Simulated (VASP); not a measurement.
A run of VASP 6.6.1 is set up as follows.

The input POSCAR:

```
La
1.0
   -2.1238310700      2.1238310700      2.1238310700
    2.1238310700     -2.1238310700      2.1238310700
    2.1238310700      2.1238310700     -2.1238310700
La
1
Direct
    0.0000000000      0.0000000000      0.0000000000
```

File INCAR.step1:

```
PREC = Accurate ; ENCUT = 600
ISMEAR = -1 ; SIGMA = 0.1
LREAL = F ; LASPH = T
NELM = 80 ; GGA = PE
ALGO = Normal ; EDIFF = 1E-4
LWAVE = T ; LCHARG = F
```

The input INCAR.step2:

```
PREC = Accurate ; ENCUT = 600
EDIFF = 1E-6 ; ISMEAR = -1
SIGMA = 0.1 ; LREAL = F
LASPH = T ; NELM = 80
ALGO = Normal ; ISIF = 3
LWAVE = F ; LCHARG = F
METAGGA = R2SCAN ; LMIXTAU = T
IBRION = 2 ; NSW = 80
EDIFFG = -0.03 ; PSTRESS = 100.0
ISTART = 1
```

The input KPOINTS:

```
regular mesh
0
Gamma
  7 7 7
```

Potentials or basis: VASP PAW PBE potentials, release 64 (La).

Command:

```console
$ cat potpaw_PBE.64/La/POTCAR > POTCAR
$ cp INCAR.step1 INCAR
$ mpirun -np 1 vasp_std > vasp.out
$ cp INCAR.step2 INCAR
$ mpirun -np 1 vasp_std > vasp.out
```

Q: Estimate the space group after relaxing (to 0.1 Å).

A: Im-3m (No. 229).

Q: What does it give for the relaxed volume?

A: 29.06 Å³/atom.

Q: What does it give for the band gap on the k mesh?

A: Zero (an odd number of electrons rules out a gap without spin polarisation).

Step by step:
```csv
step,energy change (eV),largest force (eV/Å),pressure (GPa),volume (Å³)
1,0.0000,0.0000,0.25,38.32
2,0.4464,0.0000,14.52,26.79
3,0.2611,0.0000,9.27,29.28
4,0.2852,0.0000,10.36,28.89
5,0.2743,0.0000,10.10,29.06
```

Caveat: the cell is relaxed towards a set pressure, so the run minimises the enthalpy, not the energy; the volume moved by over 15 % at a fixed basis, so the end points are rough; the PAW data sets were made with another functional, which shifts forces and pressure a little; spin-orbit coupling is left out, which moves the levels of the heavy elements.
